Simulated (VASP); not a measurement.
Set up this calculation in VASP 6.6.1, as the native input.

```yaml
Task: single point
Functional: r2SCAN
Potentials_or_basis: VASP PAW PBE potentials, release 64 (Cd, Se)
Cutoff: 520 eV
k_mesh: 10 × 10 × 6
Occupations: methfessel-paxton, width 0.005 eV
Spin: no spin polarisation
Dipole_correction: no
Further_INCAR_settings: ALGO = Normal; EDIFF = 1e-07; NBANDS = 26
```

CdSe:

```xyz
4
Lattice="4.3390 0.0000 0.0000 -2.1695 3.7577 0.0000 0.0000 0.0000 7.0811" Properties=species:S:1:pos:R:3 pbc="T T T"
Cd    2.1695    1.2526   -0.0024
Cd    0.0000    2.5051    3.5382
Se    2.1695    1.2526    2.6578
Se    0.0000    2.5051    6.1983
```

One way to write it, as run:

POSCAR

```
CdSe
1.0
    4.3390031862      0.0000000000      0.0000000000
   -2.1695015931      3.7576869863      0.0000000000
    0.0000000000      0.0000000000      7.0811144699
Cd Se
2 2
Direct
    0.6666666667      0.3333333333     -0.0003349498
    0.3333333333      0.6666666667      0.4996650502
    0.6666666667      0.3333333333      0.3753349498
    0.3333333333      0.6666666667      0.8753349498
```

INCAR.step1

```
SYSTEM = CdSe
PREC = Accurate
ENCUT = 520
ISMEAR = 1
SIGMA = 0.005
LREAL = .FALSE.
LASPH = .TRUE.
NELM = 80
NBANDS = 26
GGA = PE
ALGO = Normal
EDIFF = 1E-4
LWAVE = .TRUE.
LCHARG = .FALSE.
```

INCAR.step2

```
SYSTEM = CdSe
PREC = Accurate
ENCUT = 520
EDIFF = 1E-7
ISMEAR = 1
SIGMA = 0.005
LREAL = .FALSE.
LASPH = .TRUE.
NELM = 80
ALGO = Normal
ISIF = 2
LWAVE = .FALSE.
LCHARG = .TRUE.
METAGGA = R2SCAN
LMIXTAU = .TRUE.
LELF = .TRUE.
LVHAR = .TRUE.
NBANDS = 26
ISTART = 1
```

KPOINTS

```
regular mesh
0
G
  10 10 6
  0 0 0
```

Potentials or basis: VASP PAW PBE potentials, release 64 (Cd, Se).

Run with:

```console
$ cat potpaw_PBE.64/Cd/POTCAR potpaw_PBE.64/Se/POTCAR > POTCAR
$ cp INCAR.step1 INCAR
$ mpirun -np 1 vasp_std > vasp.out
$ cp INCAR.step2 INCAR
$ mpirun -np 1 vasp_std > vasp.out
```

It gave:

| Property | Result |
| --- | --- |
| Pressure | 0.2 GPa |
| Band gap on the k mesh | 1.09 eV |

Caveat: the PAW data sets were made with another functional, which shifts forces and pressure a little.

Run time: 7.5 min on 1 thread of Intel(R) Xeon(R) Platinum 8375C CPU @ 2.90GHz (Ice Lake), with other jobs on the host, peak memory 0.34 GiB.
